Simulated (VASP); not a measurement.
## FeNi3: single point with LDA

The system is FeNi3.

```
Fe Ni
1.0
     3.44773    0.00000    0.00000
     0.00000    3.44773    0.00000
     0.00000    0.00000    3.44773
Fe Ni
1 3
Cartesian
  0.0000 0.0000 0.0000
  0.0000 1.7239 1.7239
  1.7239 0.0000 1.7239
  1.7239 1.7239 0.0000
```

```
Program             : VASP 6.6.1
Task                : single point
Functional          : LDA
Potentials or basis : VASP PAW LDA potentials, release 64 (Fe, Ni)
Cutoff              : 520 eV
k mesh              : 10 × 10 × 10
Occupations         : fermi-dirac, width 0.08 eV
Spin                : collinear spin, ferromagnetic start
Starting moments    : [3.0, 1.5, 1.5, 1.5] μB
```

| Item | Value |
| --- | --- |
| Pressure | -0.3 GPa |
| Net moment | 4.53 μB per cell |
| Site moments | Fe +2.68; Ni +0.60 μB |
| Valence electrons inside the program's atomic spheres | Fe 7.29; Ni 9.50 |

Levels at points of the mesh, in eV from the Fermi level:
Spin up:
| k point | band 17 | band 18 | band 19 | band 20 | band 21 | band 22 | band 23 | band 24 | band 25 | band 26 |
| --- | --- | --- | --- | --- | --- | --- | --- | --- | --- | --- |
| (0.00, 0.00, 0.00) | -0.47 | -0.47 | -0.40 | -0.40 | -0.40 | 2.35 | 2.35 | 2.35 | 9.74 | 9.74 |
| (0.50, 0.00, 0.00) | -1.57 | -1.57 | -1.17 | -1.02 | -0.47 | -0.40 | 8.07 | 8.07 | 8.08 | 8.08 |
| (0.50, 0.50, 0.00) | -1.55 | -1.55 | -1.52 | -1.50 | 1.00 | 1.00 | 1.18 | 1.22 | 11.87 | 12.03 |
| (0.50, 0.50, 0.50) | -0.68 | -0.59 | -0.59 | -0.59 | -0.55 | -0.55 | -0.55 | -0.51 | 6.15 | 6.15 |
Spin down:
| k point | band 14 | band 15 | band 16 | band 17 | band 18 | band 19 | band 20 | band 21 |
| --- | --- | --- | --- | --- | --- | --- | --- | --- |
| (0.00, 0.00, 0.00) | 0.26 | 0.26 | 0.26 | 0.98 | 0.98 | 1.37 | 1.37 | 1.37 |
| (0.50, 0.00, 0.00) | -1.10 | -0.95 | -0.41 | -0.21 | -0.21 | 0.26 | 0.36 | 0.54 |
| (0.50, 0.50, 0.00) | -1.33 | -1.33 | -0.89 | -0.82 | 0.12 | 0.12 | 0.20 | 1.59 |
| (0.50, 0.50, 0.50) | -0.34 | -0.34 | -0.34 | 0.03 | 0.03 | 0.03 | 0.86 | 0.86 |

It took 3.2 min on 1 thread of Intel(R) Xeon(R) Platinum 8488C (Sapphire Rapids), on a shared host, peak memory 0.22 GiB.
